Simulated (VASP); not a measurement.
# SrO3: single point with PBE

Crystal: SrO3.

```
Sr O
1.0
    -3.32696    3.32696    4.70503
     3.32696   -3.32696    4.70503
     3.32696    3.32696   -4.70503
Sr O
2 6
Cartesian
  0.0000 0.0000 4.7050
  0.0000 0.0000 0.0000
  1.7884 -1.5386 4.7050
  1.5386 1.7884 4.7050
  0.0000 0.0000 7.0575
  1.5386 4.8655 0.0000
  1.7884 1.5386 0.0000
  0.0000 0.0000 2.3525
```

```
Program                : VASP 6.6.1
Task                   : single point
Functional             : PBE
Potentials or basis    : VASP PAW PBE potentials, release 64 (Sr_sv, O)
Cutoff                 : 520 eV
k mesh                 : 4 × 4 × 4
Occupations            : gaussian, width 0.1 eV
Spin                   : collinear spin, ferromagnetic start
Starting moments       : [0.0, 0.0, 1.0, 1.0, 1.0, 1.0, 1.0, 1.0] μB
Dipole correction      : no
Further INCAR settings : ALGO = Normal; EDIFF = 1e-07; NBANDS = 42
```

| Quantity | Value |
| --- | --- |
| Pressure | 4.8 GPa |
| Largest force | 0.103 eV/Å |
| Band gap on the k mesh | zero (filled and empty bands overlap) |
| Net moment | 8.00 μB per cell |
| Site moments | Sr -0.01; O +1.07, +1.06 (each value once) μB |
| Valence electrons inside the program's atomic spheres | Sr 8.16; O 4.75 |

Forces in eV/Å, atoms in the order of the input:
```
Sr   0.000  0.000  0.000
Sr   0.000  0.000  0.000
O    0.073  0.073  0.000
O   -0.073  0.073  0.000
O    0.000  0.000  0.000
O   -0.073 -0.073  0.000
O    0.073 -0.073  0.000
O    0.000  0.000  0.000
```

Stress tensor (GPa, compression positive):
```
4.91 0.00 0.00
0.00 4.91 0.00
0.00 0.00 4.45
```

Levels at points of the mesh, in eV from the Fermi level:
Spin up:
```
           k point  band 30  band 31  band 32  band 33  band 34  band 35
(0.00, 0.00, 0.00)    -1.16    -1.10    -1.10     5.58     8.38     8.38
(0.50, 0.00, 0.00)    -1.84    -1.80    -1.80     7.10     7.10     8.88
(0.50, 0.50, 0.00)    -1.16    -1.11    -1.10     7.33     7.85     7.95
(0.50, 0.50, 0.50)    -1.17    -1.11    -1.11     7.31     7.86     7.94
```
Spin down:
```csv
k point,band 20,band 21,band 22,band 23,band 24,band 25,band 26,band 27,band 28,band 29
"(0.00, 0.00, 0.00)",-0.91,-0.09,-0.09,-0.05,0.25,0.25,0.28,0.37,0.37,0.43
"(0.50, 0.00, 0.00)",-0.57,-0.47,-0.47,-0.40,-0.40,-0.38,-0.38,0.38,0.38,0.40
"(0.50, 0.50, 0.00)",-0.10,-0.10,-0.08,-0.08,0.01,0.05,0.05,0.09,0.15,0.25
"(0.50, 0.50, 0.50)",-0.15,-0.14,-0.03,-0.03,-0.01,-0.01,0.07,0.07,0.19,0.32
```

It took 7 min on 1 thread of Oxide Virtual Turin-like Processor, with other jobs on the host, peak memory 0.48 GiB.

Caveat: the cell stands under pressure; semilocal functionals underestimate gaps, and a narrow one can read as zero.
